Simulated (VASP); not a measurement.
# MgS (Imm2) in VASP: notebook, part 3 of 3

VASP 6.6.1. The steps go on from the part before.

## Step 5: Single point, PBE (all Mg atoms moved +0.025 Å, as atom 1 along Cartesian [1 1 0])

INCAR reads:

```
PREC = Accurate
ENCUT = 520
EDIFF = 1E-6
ISMEAR = 0
SIGMA = 0.05
LREAL = False
LASPH = True
NELM = 80
ALGO = Normal
ISIF = 2
LWAVE = False
LCHARG = False
GGA = PE
NBANDS = 11
```

KPOINTS reads:

```
Automatic mesh
0
Gamma
  8 8 8
```

POSCAR reads:

```
MgS
1.0
    0.0000000000      2.6016500000      2.6016500000
    2.6016500000      0.0000000000      2.6016500000
    2.6016500000      2.6016500000      0.0000000000
Mg S
1 1
Direct
    0.0000000000      0.0000000000      0.0067947916
    0.5000000000      0.5000000000      0.5000000000
```

Potentials or basis: VASP PAW PBE potentials, release 64 (Mg, S).

Started as:

```
$ cat potpaw_PBE.64/Mg/POTCAR potpaw_PBE.64/S/POTCAR > POTCAR
$ mpirun -np 1 vasp_std > vasp.out
```

OUTCAR:

```text
PREC = Accurate
   ENCUT = 520
   EDIFF = 1E-6
   ISMEAR = 0
   LREAL = False
   LASPH = True
   NELM = 80
   ISIF = 2
   GGA = PE

 ion  position               nearest neighbor table
   1  0.000  0.000  0.007-   2 2.58   2 2.58   2 2.60   2 2.60   2 2.62   2 2.62
   2  0.500  0.500  0.500-   1 2.58   1 2.58   1 2.60   1 2.60   1 2.62   1 2.62

  LATTYP: Found a face centered cubic cell.
 ALAT       =     5.2033000000

  Lattice vectors:

 A1 = (   0.0000000000,   2.6016500000,   2.6016500000)
 A2 = (   2.6016500000,   0.0000000000,   2.6016500000)
 A3 = (   2.6016500000,   2.6016500000,   0.0000000000)

Analysis of symmetry for initial positions (statically):
=====================================================================
 Subroutine PRICEL returns:
 Original cell was already a primitive cell.

 Routine SETGRP: Setting up the symmetry group for a
 face centered cubic supercell.

 Subroutine GETGRP returns: Found  4 space group operations
 (whereof  4 operations were pure point group operations)
 out of a pool of 48 trial point group operations.

The static configuration has the point symmetry C_2v.

Analysis of symmetry for dynamics (positions and initial velocities):
=====================================================================
 Subroutine PRICEL returns:
 Original cell was already a primitive cell.

 Routine SETGRP: Setting up the symmetry group for a
 face centered cubic supercell.

 Subroutine GETGRP returns: Found  4 space group operations
 (whereof  4 operations were pure point group operations)
 out of a pool of 48 trial point group operations.

The dynamic configuration has the point symmetry C_2v.

 Subroutine INISYM returns: Found  4 space group operations
 (whereof  4 operations are pure point group operations),
 and found     1 'primitive' translations

----------------------------------------------------------------------------------------

                                     Primitive cell

  volume of cell :      35.2190

  direct lattice vectors                    reciprocal lattice vectors
     0.000000000  2.601650000  2.601650000    -0.192185728  0.192185728  0.192185728
     2.601650000  0.000000000  2.601650000     0.192185728 -0.192185728  0.192185728
     2.601650000  2.601650000  0.000000000     0.192185728  0.192185728 -0.192185728

  length of vectors
     3.679288715  3.679288715  3.679288715     0.332875446  0.332875446  0.332875446

  position of ions in fractional coordinates (direct lattice)
     0.000000000  0.000000000  0.006794792
     0.500000000  0.500000000  0.500000000

  ion indices of the primitive-cell ions
   primitive index   ion index
                 1           1
                 2           2

----------------------------------------------------------------------------------------

 KPOINTS: Automatic mesh

Automatic generation of k-mesh.
 Grid dimensions read from file:
 generate k-points for:    8    8    8

 Generating k-lattice:

  Cartesian coordinates                     Fractional coordinates (reciprocal lattice)
    -0.024023216  0.024023216  0.024023216     0.125000000  0.000000000  0.000000000
     0.024023216 -0.024023216  0.024023216     0.000000000  0.125000000  0.000000000
     0.024023216  0.024023216 -0.024023216     0.000000000  0.000000000  0.125000000

  Length of vectors
     0.041609431  0.041609431  0.041609431

  Shift w.r.t. Gamma in fractional coordinates (k-lattice)
     0.000000000  0.000000000  0.000000000

 Subroutine IBZKPT returns following result:
 ===========================================

 Found     95 irreducible k-points:

 Following reciprocal coordinates:
            Coordinates               Weight
  0.000000  0.000000  0.000000      1.000000
  0.125000  0.000000  0.000000      4.000000
  0.000000  0.000000  0.125000      4.000000
  0.250000  0.000000  0.000000      4.000000
  0.000000  0.000000  0.250000      4.000000
  0.375000  0.000000  0.000000      4.000000
[... 16 lines left out ...]
  0.125000  0.125000 -0.375000      4.000000
 -0.375000  0.125000  0.000000      4.000000
 [... further k-points ...]
   k-points           NKPTS =     95   k-points in BZ     NKDIM =     95   number of bands    NBANDS=     11
   number of dos      NEDOS =    301   number of ions     NIONS =      2
   total plane-waves  NPLWV =  21952
   dimension x,y,z NGX =    28 NGY =   28 NGZ =   28
   dimension x,y,z NGXF=    56 NGYF=   56 NGZF=   56
   ions per type =               1   1
   NGX,Y,Z   is equivalent  to a cutoff of  12.65, 12.65, 12.65 a.u.
   NGXF,Y,Z  is equivalent  to a cutoff of  25.30, 25.30, 25.30 a.u.
 SYSTEM =  unknown system
   PREC   = accura    normal or accurate (medium, high low for compatibility)
   ISTART =      0    job   : 0-new  1-cont  2-samecut
   ICHARG =      2    charge: 1-file 2-atom 10-const
   ISPIN  =      1    spin polarized calculation?
   LNONCOLLINEAR =      F non collinear calculations
   LSORBIT =      F    spin-orbit coupling
   LASPH  =      T    aspherical Exc in radial PAW
   ENCUT  =  520.0 eV  38.22 Ry    6.18 a.u.   6.84  6.84  6.84*2*pi/ulx,y,z
   NELM   =     80;   NELMIN=  2; NELMDL= -5     # of ELM steps
   EDIFF  = 0.1E-05   stopping-criterion for ELM
   LREAL  =      F    real-space projection
   EDIFFG = 0.1E-04   stopping-criterion for IOM
   NSW    =      0    number of steps for IOM
   IBRION =     -1    ionic relax: 0-MD 1-quasi-New 2-CG
   NFREE  =      0    steps in history (QN), initial steepest desc. (CG)
   ISIF   =      2    stress and relaxation
   ISYM   =      2    0-nonsym 1-usesym 2-fastsym
   POTIM  = 0.5000    time-step for ionic-motion
   TEBEG  =    0.0;   TEEND  =   0.0 temperature during run
   PSTRESS=    0.0 pullay stress
   NELECT =       8.0000    total number of electrons
   NUPDOWN=      -1.0000    fix difference up-down
   EMIN   =  10.00;   EMAX   =-10.00  energy-range for DOS
   EFERMI =   0.00;   METHOD = LEGACY
   ISMEAR =     0;   SIGMA  =   0.05  broadening in eV -4-tet -1-fermi 0-gaus
   EFERMI_NEDOS =   21; number of points for ismear=-14 and -15
   IALGO  =     38    algorithm
   IMIX   =      4    mixing-type and parameters
     AMIX     =   0.40;   BMIX     =  1.00
     AMIX_MAG =   1.60;   BMIX_MAG =  1.00
  volume/ion in A,a.u.               =      17.61       118.83
  Fermi-wavevector in a.u.,A,eV,Ry     =   0.998878  1.887606 13.575323  0.997758
  Thomas-Fermi vector in A             =   2.131131
   LORBIT       =      0    0 simple, 1 ext, 2 COOP (PROOUT), +10 PAW based schemes
   GGA     = PE    functional components
   LHFCALC =     F    Hartree Fock is set to
   AEXX    =    0.0000 exact exchange contribution
   IVDW    =     0    specifies the selected vdW correction
   LEPSILON=     F    determine dielectric tensor
   LRPA    =     F    only Hartree local field effects (RPA)
 non-spin polarized calculation
 Gauss-broadening in eV      SIGMA  =   0.05
  energy-cutoff  :      520.00
  volume of cell :       35.22
 maximum number of plane-waves:       960
   NGX = 13   NGY = 13   NGZ = 13

 number of electron       8.0000000 magnetization

 Free energy of the ion-electron system (eV)
  ---------------------------------------------------
  ext. energy  EPLUGINS =         0.00000000
  ---------------------------------------------------
  free energy    TOTEN  =        -8.50100582 eV

  energy without entropy =       -8.50100582  energy(sigma->0) =       -8.50100582

 E-fermi :   4.0018     XC(G=0):  -9.6881

 val. band max:        3.7250951318   @ k =   0.0000   0.0000   0.0000
 cond. band min:       6.5006959411   @ k =   0.5000   0.5000   0.0000
 fundamental gap:      2.7756008094
 Fermi energy:         4.0018346596

 k-point     1 :       0.0000    0.0000    0.0000
  band No.  band energies     occupation
      1      -8.9418      2.00000
      2       3.7240      2.00000
      3       3.7251      2.00000
      4       3.7251      2.00000
      5       7.4351      0.00000
      6      11.6795      0.00000
      7      11.6795      0.00000
      8      11.6804      0.00000
      9      14.0758      0.00000
     10      14.0766      0.00000
     11      16.2621      0.00000
[... 309 lines left out ...]
 k-point    24 :      -0.3750    0.1250    0.0000
  band No.  band energies     occupation
      1      -7.6742      2.00000
      2      -0.6785      2.00000
      3       2.3724      2.00000
      4       3.1162      2.00000
      5       9.0708      0.00000
      6      10.2094      0.00000
      7      11.0516      0.00000
      8      13.5812      0.00000
      9      15.7197      0.00000
     10      16.1909      0.00000
     11      18.4790      0.00000

 [... further k-points ...]

------------------------ aborting loop because EDIFF is reached ----------------------------------------

  FORCE on cell =-STRESS in cart. coord.  units (eV):
  Direction    XX          YY          ZZ          XY          YZ          ZX
  --------------------------------------------------------------------------------------
  -------------------------------------------------------------------------------------
  Total        0.1965799      0.1965799      0.1880405     -0.0010039      0.0000000      0.0000000
  in kB        8.9427901      8.9427901      8.5543191     -0.0456708      0.0000000      0.0000000
  external PRESSURE =       8.8132998 kB  Pullay stress =       0.0000000 kB

 VOLUME and BASIS-vectors are now :
 -----------------------------------------------------------------------------
  energy-cutoff  :      520.00
  volume of cell :       35.22
      direct lattice vectors                 reciprocal lattice vectors
     0.000000000  2.601650000  2.601650000    -0.192185728  0.192185728  0.192185728
     2.601650000  0.000000000  2.601650000     0.192185728 -0.192185728  0.192185728
     2.601650000  2.601650000  0.000000000     0.192185728  0.192185728 -0.192185728

 POSITION                                       TOTAL-FORCE (eV/Angst)
 -----------------------------------------------------------------------------------
      0.01768      0.01768      0.00000        -0.049407     -0.049407      0.000000
      2.60165      2.60165      2.60165         0.049407      0.049407     -0.000000
 -----------------------------------------------------------------------------------
    total drift:                               -0.000040     -0.000040     -0.000000

  FREE ENERGIE OF THE ION-ELECTRON SYSTEM (eV)
  ---------------------------------------------------
  free  energy   TOTEN  =        -8.5010058201 eV

  energy  without entropy=       -8.5010058201  energy(sigma->0) =       -8.50100582
```

OSZICAR:

```text
N       E                     dE             d eps       ncg     rms          rms(c)
DAV:   1     0.218276787300E+02    0.21828E+02   -0.36635E+03  2210   0.597E+02
DAV:   2    -0.749135800480E+01   -0.29319E+02   -0.27775E+02  2645   0.100E+02
DAV:   3    -0.889774831072E+01   -0.14064E+01   -0.14030E+01  2548   0.229E+01
DAV:   4    -0.890673173710E+01   -0.89834E-02   -0.89827E-02  2480   0.219E+00
DAV:   5    -0.890680798950E+01   -0.76252E-04   -0.76252E-04  2656   0.200E-01    0.441E+00
DAV:   6    -0.854128344513E+01    0.36552E+00   -0.78857E-01  2389   0.350E+00    0.345E+00
DAV:   7    -0.850120061032E+01    0.40083E-01   -0.21929E-01  2532   0.203E+00    0.228E+00
DAV:   8    -0.850129775098E+01   -0.97141E-04   -0.15094E-02  2321   0.742E-01    0.101E+00
DAV:   9    -0.850099384598E+01    0.30391E-03   -0.83092E-04  2420   0.166E-01    0.354E-01
DAV:  10    -0.850100953815E+01   -0.15692E-04   -0.23903E-04  2460   0.711E-02    0.466E-02
DAV:  11    -0.850100591274E+01    0.36254E-05   -0.21697E-05  2471   0.205E-02    0.198E-02
DAV:  12    -0.850100582010E+01    0.92640E-07   -0.71890E-07  1629   0.531E-03
   1 F= -.85010058E+01 E0= -.85010058E+01  d E =-.763206E-17
```

stdout:

```text
POSCAR found type information on POSCAR MgS
 POSCAR found :  2 types and       2 ions
 scaLAPACK will be used
 LDA part: xc-table for (Slater+PW92), standard interpolation
 POSCAR, INCAR and KPOINTS ok, starting setup
 FFT: planning ... GRIDC
 FFT: planning ... GRID_SOFT
 FFT: planning ... GRID
 WAVECAR not read
 entering main loop
```

Wall time 47 s (1 thread of Intel Xeon 8259CL, shared host); peak memory 0.18 GiB.

What came out:

* Free energy: -8.5010 eV
* Pressure: 0.9 GPa
* Largest force: 0.070 eV/Å
* Band gap on the k mesh: 2.78 eV, indirect (least direct gap 3.71 eV)

Forces in eV/Å, atoms in the order of the input:
```
Mg  -0.049 -0.049  0.000
S    0.049  0.049  0.000
```

Levels at points of the mesh, in eV from the valence-band top:
```tsv
k point	band 1	band 2	band 3	band 4	band 5	band 6	band 7	band 8
(0.00, 0.00, 0.00)	-12.67	0.00	0.00	0.00	3.71	7.95	7.95	7.96
(0.50, 0.00, 0.00)	-11.36	-4.83	-0.59	-0.59	4.55	6.91	6.91	10.11
(0.00, 0.00, 0.50)	-11.36	-4.83	-0.59	-0.59	4.55	6.91	6.91	10.11
(0.50, 0.50, 0.00)	-10.99	-4.19	-1.68	-1.68	2.78	4.40	12.00	12.82
(0.00, 0.50, 0.50)	-10.99	-4.19	-1.68	-1.68	2.78	4.40	12.00	12.82
```

Caveat: the cell differs from its parent crystal (all Mg atoms moved +0.025 Å, as atom 1 along Cartesian [1 1 0]).
